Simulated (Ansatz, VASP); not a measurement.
**SrCl2 in VASP and in Ansatz**

```
Sr Cl
1.0
     2.00231    1.15604    6.33137
    -2.00231    1.15604    6.33137
     0.00000   -2.31207    6.33137
Sr Cl
1 2
Direct
  0.00008 0.00008 0.00008
  0.42263 0.42263 0.42263
  0.24396 0.24396 0.24396
```

Change from the starting cell: epitaxial_xy strain -4.0%.

Alike in both runs: task single point; functional PBE; k mesh 8 × 8 × 8; occupations fermi-dirac, width 0.02 eV; no spin polarisation.

|  | VASP | Ansatz |
| --- | --- | --- |
| version | VASP 6.6.1 | Ansatz 0.2.0 |
| potentials or method | VASP PAW PBE potentials, release 64 (Sr_sv, Cl) | plane waves, PAW |
| plane-wave cutoff (eV) | 520 | 420 |
| valence electrons in the cell | 24 | 24 |

```tsv
	VASP	Ansatz	Ansatz less VASP
gap on the k mesh at the Fermi level (eV)	4.58	4.59	+0.003
pressure (GPa)	3.2	3.0	-0.11
traceless stress, the component that is largest in VASP (GPa)	-1.76	-1.77	-0.004
rms of the force components (eV/Å)	0.003	0.010	+0.0068
```

Atom by atom the forces differ by 0.013 eV/Å (rms over components).
